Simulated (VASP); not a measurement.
Wanted: the native input for a VASP 6.6.1 run.

| Quantity | Value |
| --- | --- |
| Task | single point |
| Functional | PBE |
| Potentials or basis | VASP PAW PBE potentials, release 64 (Co_sv, Al) |
| Cutoff | 600 eV |
| k mesh | 8 × 8 × 8 |
| Occupations | fermi-dirac, width 0.05 eV |
| Spin | collinear spin, ferromagnetic start |
| Starting moments | [4.0, 0.0] μB |
| Fixed moment | 4 μB |
| Dipole correction | no |
| Second run | valence_matched |
| Further INCAR settings | ALGO = Normal; EDIFF = 1e-06; NBANDS = 21 |

The structure of AlCo lies in POSCAR:

```
AlCo
1.0
    2.8194032100      0.0000000000      0.0000000000
    0.0000000000      2.8194032100      0.0000000000
    0.0000000000      0.0000000000      2.8194032100
Co Al
1 1
Direct
    0.5000000000      0.5000000000      0.5000000000
    0.0000000000      0.0000000000      0.0000000000
```

These files were run (other wordings do the same):

INCAR

```
SYSTEM = AlCo
ALGO     = Normal         ! electronic algorithm
EDIFF    = 1E-6           ! SCF threshold, eV
ENCUT    = 600            ! plane-wave cutoff, eV
GGA      = PE             ! functional
GGA_COMPAT= .FALSE.      
ISIF     = 2              ! what is computed and relaxed
ISMEAR   = -1             ! smearing method
ISPIN    = 2              ! spin polarisation
LASPH    = .TRUE.         ! aspherical terms in the spheres
LCHARG   = .FALSE.        ! write CHGCAR
LMAXMIX  = 4              ! l up to which the mixer works
LORBIT   = 11             ! projections on sites
LREAL    = .FALSE.        ! projectors in reciprocal space
LWAVE    = .FALSE.        ! write WAVECAR
MAGMOM   = 4 0            ! initial moments
NBANDS   = 21             ! bands
NELM     = 200            ! most SCF steps
NUPDOWN  = 4.0            ! fixed moment
PREC     = Accurate       ! precision mode
SIGMA    = 0.05           ! smearing width, eV
```

KPOINTS

```
k-points
0
G
  8 8 8
  0 0 0
```

Potentials or basis: VASP PAW PBE potentials, release 64 (Co_sv, Al).

Launch:

```bash
$ cat potpaw_PBE.64/Co_sv/POTCAR potpaw_PBE.64/Al/POTCAR > POTCAR
$ mpirun -np 1 vasp_std > vasp.out
```

It gave:

```
Pressure                                              : 67.2 GPa
Net moment                                            : 4.00 μB per cell
Site moments                                          : Co +2.72; Al +0.25 μB
Valence electrons inside the program's atomic spheres : Co 14.97; Al 0.94
```

Caveat: the total moment is fixed, so each spin has its own Fermi level.

Wall time 25 s on 1 thread of AMD EPYC 9R45 96-Core Processor (Zen 5) (shared host), peak memory 0.13 GiB.
